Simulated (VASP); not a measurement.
# C in VASP: single point with PBE+D3(BJ)

Aim: the single point of C with PBE+D3(BJ).

Everything below comes from runs of VASP 6.6.1. Logs are shortened: lines on timing, memory, paths and dates and some standing lists are left out, and cuts for length are marked.

**1. The cell of the first run**

The cell holds a slab with vacuum, 24 atoms: a = 4.931 Å, b = 7.223 Å, c = 23.736 Å, α = 90.00°, β = 90.00°, γ = 109.96°.

**2. Single point, PBE+D3(BJ)**

INCAR

```
PREC = Accurate
ENCUT = 520
EDIFF = 1E-7
ISMEAR = 0
SIGMA = 0.05
LREAL = Auto
LASPH = True
NELM = 100
ALGO = Normal
ISIF = 2
LWAVE = False
LCHARG = True
LDIPOL = True
IDIPOL = 3
DIPOL = 0.5 0.5 0.273
GGA = PE
IVDW = 12
LELF = True
LVHAR = True
LVACPOTAV = True
NBANDS = 66
ISYM = 0
```

KPOINTS

```
Automatic mesh
0
Gamma
  6 4 1
```

POSCAR

```
C
1.0
    4.9311586502      0.0000000000      0.0000000000
   -2.4655793251      6.7895556517      0.0000000000
    0.0000000000      0.0000000000     23.7359273492
C
24
Direct
    0.2500000000      0.0000000000      0.1685209068
    0.2500000000      0.5000000000      0.1685209068
    0.7500000000      0.0000000000      0.1685209068
    0.7500000000      0.5000000000      0.1685209068
    0.0000000000      0.0000000000      0.1984798698
    0.0000000000      0.5000000000      0.1984798698
    0.5000000000      0.0000000000      0.1984798698
    0.5000000000      0.5000000000      0.1984798698
    0.0000000000      0.0000000000      0.2584325666
    0.0000000000      0.5000000000      0.2584325666
    0.5000000000      0.0000000000      0.2584325666
    0.5000000000      0.5000000000      0.2584325666
    0.2500000000      0.0000000000      0.2876706604
    0.2500000000      0.5000000000      0.2876706604
    0.7500000000      0.0000000000      0.2876706604
    0.7500000000      0.5000000000      0.2876706604
    0.2500000000      0.0000000000      0.3504208151
    0.2500000000      0.5000000000      0.3504208151
    0.7500000000      0.0000000000      0.3504208151
    0.7500000000      0.5000000000      0.3504208151
    0.0000000000      0.0000000000      0.3764726449
    0.0000000000      0.5000000000      0.3764726449
    0.5000000000      0.0000000000      0.3764726449
    0.5000000000      0.5000000000      0.3764726449
```

Potentials or basis: VASP PAW PBE potentials, release 64 (C).

The run is started by

```
cat potpaw_PBE.64/C/POTCAR > POTCAR
mpirun -np 1 vasp_std > vasp.out
```

OUTCAR:

```text
PREC = Accurate
   ENCUT = 520
   EDIFF = 1E-7
   ISMEAR = 0
   LREAL = Auto
   LASPH = True
   NELM = 100
   ISIF = 2
   GGA = PE
   IVDW = 12
   ISYM = 0
 IVDW          = 12

 ion  position               nearest neighbor table
   1  0.250  0.000  0.169-   5 1.42   7 1.42
   2  0.250  0.500  0.169-   6 1.42   8 1.42
   3  0.750  0.000  0.169-   5 1.42   7 1.42
   4  0.750  0.500  0.169-   6 1.42   8 1.42
   5  0.000  0.000  0.198-   9 1.42   3 1.42   1 1.42
   6  0.000  0.500  0.198-  10 1.42   4 1.42   2 1.42
   7  0.500  0.000  0.198-  11 1.42   3 1.42   1 1.42
   8  0.500  0.500  0.198-  12 1.42   4 1.42   2 1.42
   9  0.000  0.000  0.258-  13 1.41  15 1.41   5 1.42
  10  0.000  0.500  0.258-  14 1.41  16 1.41   6 1.42
[... 8 lines left out ...]
  19  0.750  0.000  0.350-  21 1.38  23 1.38  15 1.49
  20  0.750  0.500  0.350-  22 1.38  24 1.38  16 1.49
  21  0.000  0.000  0.376-  17 1.38  19 1.38
  22  0.000  0.500  0.376-  18 1.38  20 1.38
  23  0.500  0.000  0.376-  17 1.38  19 1.38
  24  0.500  0.500  0.376-  18 1.38  20 1.38

IMPORTANT INFORMATION: All symmetrisations will be switched off!
NOSYMM: (Re-)initialisation of all symmetry stuff for point group C_1.

----------------------------------------------------------------------------------------

                                     Primitive cell

  volume of cell :     794.6878

  direct lattice vectors                    reciprocal lattice vectors
     4.931158650  0.000000000  0.000000000     0.202792096  0.073642522  0.000000000
    -2.465579325  6.789555652  0.000000000     0.000000000  0.147285044  0.000000000
     0.000000000  0.000000000 23.735927349     0.000000000  0.000000000  0.042130227

  length of vectors
     4.931158650  7.223375067 23.735927349     0.215749520  0.147285044  0.042130227

  position of ions in fractional coordinates (direct lattice)
     0.250000000  0.000000000  0.168520907
     0.250000000  0.500000000  0.168520907
     0.750000000  0.000000000  0.168520907
     0.750000000  0.500000000  0.168520907
     0.000000000  0.000000000  0.198479870
     1.000000000  0.500000000  0.198479870
[... 16 lines left out ...]
     0.500000000  0.000000000  0.376472645
     0.500000000  0.500000000  0.376472645

  ion indices of the primitive-cell ions
   primitive index   ion index
                 1           1
                 2           2
                 3           3
                 4           4
                 5           5
                 6           6
[... 16 lines left out ...]
                23          23
                24          24

----------------------------------------------------------------------------------------

 KPOINTS: Automatic mesh

Automatic generation of k-mesh.
 Grid dimensions read from file:
 generate k-points for:    6    4    1

 Generating k-lattice:

  Cartesian coordinates                     Fractional coordinates (reciprocal lattice)
     0.033798683  0.012273754  0.000000000     0.166666667 -0.000000000  0.000000000
     0.000000000  0.036821261  0.000000000     0.000000000  0.250000000  0.000000000
     0.000000000  0.000000000  0.042130227     0.000000000  0.000000000  1.000000000

  Length of vectors
     0.035958253  0.036821261  0.042130227

  Shift w.r.t. Gamma in fractional coordinates (k-lattice)
     0.000000000  0.000000000  0.000000000

 -----------------------------------------------------------------------------
|                                                                             |
|           W    W    AA    RRRRR   N    N  II  N    N   GGGG   !!!           |
|           W    W   A  A   R    R  NN   N  II  NN   N  G    G  !!!           |
|           W    W  A    A  R    R  N N  N  II  N N  N  G       !!!           |
|           W WW W  AAAAAA  RRRRR   N  N N  II  N  N N  G  GGG   !            |
|           WW  WW  A    A  R   R   N   NN  II  N   NN  G    G                |
|           W    W  A    A  R    R  N    N  II  N    N   GGGG   !!!           |
|                                                                             |
|     Your reciprocal lattice and k-lattice belong to different lattice       |
|     classes:                                                                |
|                                                                             |
|        The reciprocal lattice is base centered orthorhombic,                |
|        whereas your k-lattice is simple monoclinic.                         |
|                                                                             |
|     Results are often still useful ...                                      |
|                                                                             |
 -----------------------------------------------------------------------------

 WARNING: IBZKPT: internal override: KBLOWUP is changed to .FALSE.
      ... skipping the blow-up phase ...

 Subroutine IBZKPT returns following result:
 ===========================================

 Found     14 irreducible k-points:

 Following reciprocal coordinates:
            Coordinates               Weight
  0.000000  0.000000  0.000000      1.000000
  0.166667  0.000000  0.000000      2.000000
  0.333333 -0.000000  0.000000      2.000000
  0.500000 -0.000000  0.000000      1.000000
  0.000000  0.250000  0.000000      2.000000
  0.166667  0.250000  0.000000      2.000000
  0.333333  0.250000  0.000000      2.000000
  0.500000  0.250000  0.000000      2.000000
 -0.333333  0.250000  0.000000      2.000000
 -0.166667  0.250000  0.000000      2.000000
  0.000000  0.500000  0.000000      1.000000
  0.166667  0.500000  0.000000      2.000000
  0.333333  0.500000  0.000000      2.000000
  0.500000  0.500000  0.000000      1.000000
   k-points           NKPTS =     14   k-points in BZ     NKDIM =     14   number of bands    NBANDS=     66
   number of dos      NEDOS =    301   number of ions     NIONS =     24
   total plane-waves  NPLWV = 388800
   dimension x,y,z NGX =    40 NGY =   54 NGZ =  180
   dimension x,y,z NGXF=    80 NGYF=  108 NGZF=  360
   ions per type =              24
   NGX,Y,Z   is equivalent  to a cutoff of  13.49, 12.43, 12.61 a.u.
   NGXF,Y,Z  is equivalent  to a cutoff of  26.97, 24.86, 25.21 a.u.
 SYSTEM =  unknown system
   PREC   = accura    normal or accurate (medium, high low for compatibility)
   ISTART =      0    job   : 0-new  1-cont  2-samecut
   ICHARG =      2    charge: 1-file 2-atom 10-const
   ISPIN  =      1    spin polarized calculation?
   LNONCOLLINEAR =      F non collinear calculations
   LSORBIT =      F    spin-orbit coupling
   LASPH  =      T    aspherical Exc in radial PAW
   ENCUT  =  520.0 eV  38.22 Ry    6.18 a.u.   9.17 13.43 44.13*2*pi/ulx,y,z
   NELM   =    100;   NELMIN=  2; NELMDL= -5     # of ELM steps
   EDIFF  = 0.1E-06   stopping-criterion for ELM
   LREAL  =      T    real-space projection
   EDIFFG = 0.1E-05   stopping-criterion for IOM
   NSW    =      0    number of steps for IOM
   IBRION =     -1    ionic relax: 0-MD 1-quasi-New 2-CG
   NFREE  =      0    steps in history (QN), initial steepest desc. (CG)
   ISIF   =      2    stress and relaxation
   ISYM   =      0    0-nonsym 1-usesym 2-fastsym
   POTIM  = 0.5000    time-step for ionic-motion
   TEBEG  =    0.0;   TEEND  =   0.0 temperature during run
   PSTRESS=    0.0 pullay stress
   NELECT =      96.0000    total number of electrons
   NUPDOWN=      -1.0000    fix difference up-down
   EMIN   =  10.00;   EMAX   =-10.00  energy-range for DOS
   EFERMI =   0.00;   METHOD = LEGACY
   ISMEAR =     0;   SIGMA  =   0.05  broadening in eV -4-tet -1-fermi 0-gaus
   EFERMI_NEDOS =   21; number of points for ismear=-14 and -15
   IALGO  =     38    algorithm
   IMIX   =      4    mixing-type and parameters
     AMIX     =   0.40;   BMIX     =  1.00
     AMIX_MAG =   1.60;   BMIX_MAG =  1.00
  volume/ion in A,a.u.               =      33.11       223.45
  Fermi-wavevector in a.u.,A,eV,Ry     =   0.809282  1.529321  8.910958  0.654937
  Thomas-Fermi vector in A             =   1.918244
   LORBIT       =      0    0 simple, 1 ext, 2 COOP (PROOUT), +10 PAW based schemes
   GGA     = PE    functional components
   LHFCALC =     F    Hartree Fock is set to
   AEXX    =    0.0000 exact exchange contribution
   IVDW    =    12    specifies the selected vdW correction
   LEPSILON=     F    determine dielectric tensor
   LRPA    =     F    only Hartree local field effects (RPA)
 non-spin polarized calculation
 Gauss-broadening in eV      SIGMA  =   0.05
  energy-cutoff  :      520.00
  volume of cell :      794.69
 maximum number of plane-waves:     21426
 NGX is ok and might be reduce to    40
   NGX = 19   NGY = 27   NGZ = 89

 dipolmoment           0.000000      0.000000      0.083602 electrons x Angstroem

 number of electron      96.0000012 magnetization

 dipolmoment           0.000000      0.000000     -0.096801 electrons x Angstroem

 Free energy of the ion-electron system (eV)
  ---------------------------------------------------
  ext. energy  EPLUGINS =         0.00000000
  ---------------------------------------------------
  free energy    TOTEN  =      -195.32444516 eV

  energy without entropy =     -195.29634430  energy(sigma->0) =     -195.31039473

 E-fermi :  -3.7626     XC(G=0):  -3.4705

 val. band max:       -3.7634477736   @ k =   0.3333  -0.0000   0.0000
 cond. band min:      -3.7546422977   @ k =   0.3333   0.2500   0.0000
 fundamental gap:      0.0088054759
 Fermi energy:        -3.7625771847

 k-point     1 :       0.0000    0.0000    0.0000
  band No.  band energies     occupation
      1     -22.5797      2.00000
      2     -22.3166      2.00000
      3     -20.8720      2.00000
      4     -20.6266      2.00000
      5     -18.5108      2.00000
      6     -18.2874      2.00000
[... 52 lines left out ...]
     59      -0.5434      0.00000
     60       0.9753      0.00000

 k-point     2 :       0.1667    0.0000    0.0000
  band No.  band energies     occupation
      1     -22.4529      2.00000
      2     -22.2008      2.00000
      3     -20.7497      2.00000
      4     -20.5149      2.00000
      5     -19.5040      2.00000
      6     -19.4496      2.00000
[... 52 lines left out ...]
     59       0.4931      0.00000
     60       0.7883      0.00000

 k-point     3 :       0.3333   -0.0000    0.0000
  band No.  band energies     occupation
      1     -22.0741      2.00000
      2     -21.8536      2.00000
      3     -20.5858      2.00000
      4     -20.4710      2.00000
      5     -20.3848      2.00000
      6     -20.1800      2.00000
[... 629 lines left out ...]
      6     -20.2248      2.00000
[... 52 lines left out ...]
     59       1.7786      0.00000
     60       2.4998      0.00000

 k-point    14 :       0.5000    0.5000    0.0000
  band No.  band energies     occupation
      1     -21.4485      2.00000
      2     -21.4485      2.00000
      3     -21.2758      2.00000
      4     -21.2758      2.00000
      5     -19.7836      2.00000
      6     -19.7836      2.00000
[... 52 lines left out ...]
     59       1.9604      0.00000
     60       1.9604      0.00000
 [bands above 60 left out]

------------------------ aborting loop because EDIFF is reached ----------------------------------------

 vacuum level on the upper side and lower side of the slab       (xc-potential included)        -0.263         0.127

 Edisp (eV)   -2.80905

 E8    (eV) :    -0.8371

  FORCE on cell =-STRESS in cart. coord.  units (eV):
  Direction    XX          YY          ZZ          XY          YZ          ZX
  --------------------------------------------------------------------------------------
  -------------------------------------------------------------------------------------
  Total      -0.25634    -0.72485     4.26731     0.02784     0.00000     0.00000
  in kB      -0.51682    -1.46138     8.60336     0.05612     0.00000     0.00000
  external pressure =        2.21 kB  Pullay stress =        0.00 kB

 VOLUME and BASIS-vectors are now :
 -----------------------------------------------------------------------------
  energy-cutoff  :      520.00
  volume of cell :      794.69
      direct lattice vectors                 reciprocal lattice vectors
     4.931158650  0.000000000  0.000000000     0.202792096  0.073642522  0.000000000
    -2.465579325  6.789555652  0.000000000     0.000000000  0.147285044  0.000000000
     0.000000000  0.000000000 23.735927349     0.000000000  0.000000000  0.042130227

 POSITION                                       TOTAL-FORCE (eV/Angst)
 -----------------------------------------------------------------------------------
      1.23279      0.00000      4.00000        -0.000000     -0.000000      1.823118
      0.00000      3.39478      4.00000        -0.000000     -0.000000      1.823116
      3.69837      0.00000      4.00000         0.000000     -0.000000      1.823118
      2.46558      3.39478      4.00000        -0.000000     -0.000000      1.823117
      0.00000      0.00000      4.71110        -0.000000     -0.000000     -3.442279
     -1.23279      3.39478      4.71110         0.000001     -0.000000     -3.442278
[... 16 lines left out ...]
      2.46558      0.00000      8.93593         0.000000      0.000000      0.026613
      1.23279      3.39478      8.93593        -0.000000      0.000000      0.026611
 -----------------------------------------------------------------------------------
    total drift:                                0.000000      0.000000     -0.053242

  FREE ENERGIE OF THE ION-ELECTRON SYSTEM (eV)
  ---------------------------------------------------
  free  energy   TOTEN  =      -198.1334951815 eV

  energy  without entropy=     -198.1053943263  energy(sigma->0) =     -198.11944475

 vacuum level on the upper side and lower side of the slab         2.648         3.171
```

Wall time 18 min (1 thread of AMD EPYC 9R45 (Zen 5), shared host); peak memory 1 GiB.

What came out:

* Free energy: -198.1335 eV
* Largest force: 3.442 eV/Å
* Band gap on the k mesh: zero (band 48 reaches -3.74 eV, above the bottom of band 49 at -3.82 eV)
* Dispersion energy per atom: -0.117 eV
* Work function of the upper face: 6.41 eV
* Work function of the lower face: 6.93 eV

Forces in eV/Å, atoms in the order of the input:
```
C    0.000  0.000  1.823
C    0.000  0.000  1.823
C    0.000  0.000  1.823
C    0.000  0.000  1.823
C    0.000  0.000 -3.442
C    0.000  0.000 -3.442
C    0.000  0.000 -3.442
C    0.000  0.000 -3.442
C    0.000  0.000  1.579
C    0.000  0.000  1.579
C    0.000  0.000  1.579
C    0.000  0.000  1.579
C    0.000  0.000  0.002
C    0.000  0.000  0.002
C    0.000  0.000  0.002
C    0.000  0.000  0.002
C    0.000  0.000  0.012
C    0.000  0.000  0.012
C    0.000  0.000  0.012
C    0.000  0.000  0.012
C    0.000  0.000  0.027
C    0.000  0.000  0.027
C    0.000  0.000  0.027
C    0.000  0.000  0.027
```
